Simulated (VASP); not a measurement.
Crystal: CdS.

```
Cd S
1.0
     0.00000    2.75324    2.75324
     2.75324    0.00000    2.75324
     2.75324    2.75324    0.00000
Cd S
1 1
Direct
  0.00000 0.00000 0.00000
  0.50000 0.50000 0.50000
```

Program: VASP 6.6.1. Alike in all runs: task single point; potentials or basis VASP PAW PBE potentials, release 64 (Cd, S); no spin polarisation; cell as given; smearing gaussian 0.1 eV.

**Question.** Order these runs on this cell by their band gap on the k mesh, lowest first.
A. level RPBE; k mesh 4 × 4 × 4; cutoff (eV) 500
B. level PBE+U; U Cd d U = 5.2 eV; k mesh 5 × 2 × 1; cutoff (eV) 520
C. level PBE; k mesh 3 × 3 × 3; cutoff (eV) 500
D. level PBEsol; k mesh 4 × 4 × 4; cutoff (eV) 520

**Answer.** D (0.11 eV), A (0.33 eV), B (0.75 eV), C (0.96 eV).

Caveats: all runs use coarse meshes.

A k mesh can miss the band edges, odd and even meshes differently.
